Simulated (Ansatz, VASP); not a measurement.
## One calculation of ZnSe, two programs

```
CELL_PARAMETERS angstrom
0.00000 2.83380 2.83380
2.83380 0.00000 2.83380
2.83380 2.83380 0.00000
ATOMIC_POSITIONS crystal
Zn 0.00000 0.00000 0.00000
Se 0.75000 0.75000 0.75000
```

Alike in both runs: task relaxation of cell and atoms; functional r2SCAN; k mesh 8 × 8 × 8; no spin polarisation.

|  | VASP | Ansatz |
| --- | --- | --- |
| version | VASP 6.6.1 | Ansatz 0.2.0 |
| potentials or method | VASP PAW PBE potentials, release 64 (Zn, Se) | PAW with Ansatz's default frozen-core files, scalar-relativistic |
| plane-wave cutoff (eV) | 600 | 500 |
| occupations | gaussian, width 0.01 eV | fixed |
| valence electrons in the cell | 18 | 28 |

```csv
,VASP,Ansatz,Ansatz less VASP
relaxed volume (Å³/atom),22.75,22.74,-0.012
relaxed length of the cell vector where the two differ most in proportion (Å),4.007,4.006,-0.0007
```

VASP's potentials were made for PBE, not for r2SCAN. VASP's potentials hold 18 valence electrons a cell and Ansatz's 28, so a difference there can come from the potentials and not from the codes.
